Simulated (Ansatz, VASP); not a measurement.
## BeS: VASP beside Ansatz

```
Be S
1.0
     0.00000    2.42500    2.42500
     2.42500    0.00000    2.42500
     2.42500    2.42500    0.00000
Be S
1 1
Direct
  0.00000 0.00000 0.00000
  0.25000 0.25000 0.25000
```

Alike in both runs: functional PBE; k mesh 10 × 10 × 10; occupations fermi-dirac, width 0.03 eV; no spin polarisation.

Ansatz relaxed the structure, and its values are those at the end. VASP's run is a single point on that final structure, the one shown.

|  | VASP | Ansatz |
| --- | --- | --- |
| version | VASP 6.6.1 | Ansatz 0.2.0 |
| potentials or method | VASP PAW PBE potentials, release 64 (Be, S) | PAW with Ansatz's default frozen-core files, scalar-relativistic |
| plane-wave cutoff (eV) | 520 | 420 |
| valence electrons in the cell | 8 | 8 |

```tsv
	VASP	Ansatz	Ansatz less VASP
pressure (GPa)	1.5	1.5	-0.01
```

Ansatz's warnings: stress scf threshold loose.
